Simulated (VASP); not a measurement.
Input of a VASP 6.6.1 run:

The input INCAR:

```
ALGO = Normal
DIPOL = 0.5 0.5 0.500
EDIFF = 1E-7
EDIFFG = -0.02
ENCUT = 520
GGA = PS
IBRION = 2
IDIPOL = 3
ISIF = 2
ISMEAR = 0
LASPH = T
LCHARG = F
LDIPOL = T
LREAL = F
LWAVE = F
NELM = 100
NSW = 80
PREC = Accurate
SIGMA = 0.1
```

File KPOINTS:

```
k-points
0
Gamma
  12 12 1
```

POSCAR

```
Li
1.0
    3.0534023709      0.0000000000      0.0000000000
   -1.5267011854      2.6443240212      0.0000000000
    0.0000000000      0.0000000000     24.9723703841
Li
5
Direct
    0.6666666667      0.3333333333      0.3003319222
    0.3333333333      0.6666666667      0.4001659611
    0.0000000000      0.0000000000      0.5000000000
    0.6666666667      0.3333333333      0.5998340389
    0.3333333333      0.6666666667      0.6996680778
```

Potentials or basis: VASP PAW PBE potentials, release 64 (Li_sv).

Command:

```sh
$ cat potpaw_PBE.64/Li_sv/POTCAR > POTCAR
$ mpirun -np 1 vasp_std > vasp.out
```

Q: What does it give for the band gap on the k mesh?

A: Zero (an odd number of electrons rules out a gap without spin polarisation).

Q: What does it give for the energy gained by relaxing?

A: 2.5 meV/atom.

The path:
```
step  energy change (eV)  largest force (eV/Å)  pressure (GPa)
   1              0.0000                0.0871           -0.01
   2             -0.0010                0.0833           -0.01
   3             -0.0037                0.0701            0.00
   4             -0.0072                0.0448            0.03
   5             -0.0057                0.0859            0.10
   6             -0.0080                0.0314            0.05
   7             -0.0080                0.0342            0.06
   8             -0.0086                0.0330            0.06
   9             -0.0102                0.0293            0.09
  10             -0.0125                0.0192            0.13
```

Caveat: the cutoff is under 1.25 times the usual one of these potentials, so pressure, stress and relaxed cells hold a basis-set (Pulay) error; the PAW data sets were made with another functional, which shifts forces and pressure a little.
